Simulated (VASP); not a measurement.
NaYHf2F6:

```xyz
10
Lattice="0.0000 4.0399 4.0399 4.0399 0.0000 4.0399 4.0399 4.0399 0.0000" Properties=species:S:1:pos:R:3 pbc="T T T"
F     1.9715    4.0399    4.0399
F     4.0399    1.9715    4.0399
F     6.1083    4.0399    4.0399
F     4.0399    6.1083    4.0399
F     4.0399    4.0399    1.9715
F     4.0399    4.0399    6.1083
Na    4.0399    4.0399    4.0399
Y     0.0000    0.0000    0.0000
Hf    2.0200    2.0200    2.0200
Hf    6.0599    6.0599    6.0599
```

| Quantity | Value |
| --- | --- |
| Program | VASP 6.6.1 |
| Task | relaxation of cell and atoms |
| Functional | PBE |
| Potentials or basis | VASP PAW PBE potentials, release 64 (F, Na_pv, Y_sv, Hf_pv) |
| Cutoff | 600 eV |
| k mesh | 7 × 7 × 7 |
| Occupations | gaussian, width 0.1282 eV |
| Spin | no spin polarisation |

At the start: pressure 30.0 GPa; volume 13.19 Å³/atom.

Task: Where does the relaxation end?

Result: Over 9 steps the energy falls by 300.9 meV/atom and the volume is 16.92 Å³/atom (+28.3 %); space group Fm-3m (No. 225, to 0.1 Å) before and after.

Step by step:
```csv
step,energy change (eV),largest force (eV/Å),pressure (GPa),volume (Å³)
1,0.0000,3.2895,29.99,131.87
2,-1.6155,1.9855,-7.17,184.81
3,-2.7858,0.8188,1.97,158.96
4,-2.7863,0.7750,2.29,158.38
5,-2.9506,0.4162,0.76,163.91
6,-3.0065,0.1001,-0.43,169.81
7,-3.0066,0.0887,-0.47,170.05
8,-3.0084,0.0400,0.21,168.77
9,-3.0088,0.0003,0.00,169.16
```

Final structure:
```
CELL_PARAMETERS angstrom
0.00000 4.38956 4.38956
4.38956 0.00000 4.38956
4.38956 4.38956 0.00000
ATOMIC_POSITIONS crystal
F 0.75270 0.24730 0.24730
F 0.24730 0.75270 0.24730
F 0.24730 0.75270 0.75270
F 0.75270 0.24730 0.75270
F 0.24730 0.24730 0.75270
F 0.75270 0.75270 0.24730
Na 0.50000 0.50000 0.50000
Y 0.00000 0.00000 0.00000
Hf 0.25000 0.25000 0.25000
Hf 0.75000 0.75000 0.75000
```

Caveat: the volume moved by over 15 % at a fixed basis, so the end points are rough.
